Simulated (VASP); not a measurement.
Here is a VASP 6.6.1 calculation.

File INCAR:

```
PREC = Accurate
ENCUT = 520
EDIFF = 1E-6
ISMEAR = 0
SIGMA = 0.1
LREAL = False
LASPH = True
NELM = 100
ALGO = Normal
ISIF = 2
LWAVE = False
LCHARG = False
NBANDS = 60
```

Contents of KPOINTS:

```
regular mesh
0
Gamma
  4 4 4
```

The input POSCAR:

```
TiO2
1.0
    0.0000000000      4.1282903118      4.1282903118
    4.1282903118      0.0000000000      4.1282903118
    4.1282903118      4.1282903118      0.0000000000
Ti O
4 8
Direct
    0.6250000000      0.6250000000      0.1250000000
    0.1250000000      0.6250000000      0.6250000000
    0.6250000000      0.1250000000      0.6250000000
    0.6250000000      0.6250000000      0.6250000000
    0.3905074960      0.3905074960      0.3905074960
    0.3905074960      0.8284775120      0.3905074960
    0.3905074960      0.3905074960      0.8284775120
    0.8284775120      0.3905074960      0.3905074960
    0.8594925040      0.8594925040      0.4215224880
    0.4215224880      0.8594925040      0.8594925040
    0.8594925040      0.4215224880      0.8594925040
    0.8594925040      0.8594925040      0.8594925040
```

Potentials or basis: VASP PAW LDA potentials, release 64 (Ti_sv, O).

The run is started by

```sh
$ cat potpaw_LDA.64/Ti_sv/POTCAR potpaw_LDA.64/O/POTCAR > POTCAR
$ mpirun -np 1 vasp_std > vasp.out
```

Predict the pressure.

1.1 GPa.

Predict the band gap on the k mesh.

1.76 eV, indirect (least direct gap 1.79 eV).

What does it give for the largest force?

0.160 eV/Å.

Forces in eV/Å, atoms in the order of the input:
```
Ti   0.000  0.000  0.000
Ti   0.000  0.000  0.000
Ti   0.000  0.000  0.000
Ti   0.000  0.000  0.000
O   -0.092 -0.092 -0.092
O    0.092 -0.092  0.092
O    0.092  0.092 -0.092
O   -0.092  0.092  0.092
O   -0.092 -0.092  0.092
O    0.092 -0.092 -0.092
O   -0.092  0.092 -0.092
O    0.092  0.092  0.092
```

A k mesh can miss the band edges. LDA gaps usually lie below the measured ones, often by a third to a half.
